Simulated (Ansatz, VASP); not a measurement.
CaO in VASP and in Ansatz

File POSCAR:

```
CaO
1.0
    0.0000000000      2.6067317416      2.6067317416
    2.6067317416      0.0000000000      2.6067317416
    2.6067317416      2.6067317416      0.0000000000
Ca O
1 1
Direct
    0.0000000000      0.0000000000      0.0000000000
    0.2500000000      0.2500000000      0.2500000000
```

Contents of INCAR.step1:

```
ALGO     = Normal         # electronic algorithm
EDIFF    = 1E-5           # SCF threshold, eV
ENCUT    = 660            # plane-wave cutoff, eV
GGA      = PE             # functional
GGA_COMPAT= F            
ISMEAR   = 0              # smearing method
LASPH    = T              # aspherical terms in the spheres
LCHARG   = F              # write CHGCAR
LREAL    = F              # projectors in reciprocal space
LWAVE    = T              # write WAVECAR
NBANDS   = 15             # bands
NELM     = 120            # most SCF steps
PREC     = Accurate       # precision mode
SIGMA    = 0.01           # smearing width, eV
```

Contents of INCAR.step2:

```
ALGO     = Normal         # electronic algorithm
EDIFF    = 1E-6           # SCF threshold, eV
ENCUT    = 660            # plane-wave cutoff, eV
GGA_COMPAT= F            
ISIF     = 2              # what is computed and relaxed
ISMEAR   = 0              # smearing method
ISTART   = 1            
IVDW     = 12             # dispersion correction
LASPH    = T              # aspherical terms in the spheres
LCHARG   = T              # write CHGCAR
LELF     = T              # ELF
LMIXTAU  = T            
LREAL    = F              # projectors in reciprocal space
LVHAR    = T            
LWAVE    = F              # write WAVECAR
METAGGA  = R2SCAN         # meta-GGA
NBANDS   = 15             # bands
NELM     = 120            # most SCF steps
PREC     = Accurate       # precision mode
SIGMA    = 0.01           # smearing width, eV
VDW_A1   = 0.49484001   
VDW_A2   = 5.73083694   
VDW_S6   = 1.0          
VDW_S8   = 0.78981345
```

Contents of KPOINTS:

```
k-points
0
Gamma
  6 6 6
```

Input for Ansatz:

```yaml
crystal:
  lattice:
    - [0.0, 2.6067317416, 2.6067317416]
    - [2.6067317416, 0.0, 2.6067317416]
    - [2.6067317416, 2.6067317416, 0.0]
  atoms:
    - { symbol: Ca, position: [0.0, 0.0, 0.0] }
    - { symbol: O, position: [0.25, 0.25, 0.25] }
kpoints:
  mp_grid: { grid: [6, 6, 6] }
hamiltonian:
  xc: r2scan
  dispersion: d3bj
scf:
  occupations: { method: fixed }
  n_extra_bands: 4
output:
  forces: true
  stress: true
  eigenvalues: true
```

Alike in both runs: task single point; functional r2SCAN; dispersion D3(BJ); k mesh 6 × 6 × 6; no spin polarisation.

|  | VASP | Ansatz |
| --- | --- | --- |
| version | VASP 6.6.1 | Ansatz 0.2.0 |
| potentials or method | VASP PAW PBE potentials, release 64 (Ca_sv, O) | plane waves |
| plane-wave cutoff (eV) | 660 | 500 |
| occupations | gaussian, width 0.01 eV | fixed |
| valence electrons in the cell | 16 | 16 |

|  | VASP | Ansatz | Ansatz less VASP |
| --- | --- | --- | --- |
| gap on the k mesh at the Fermi level (eV) | 3.74 | 3.76 | +0.024 |
| pressure (GPa) | -0.2 | -1.0 | -0.78 |

VASP's potentials were made for PBE, not for r2SCAN. Ansatz's warnings: dispersion damping borrowed.
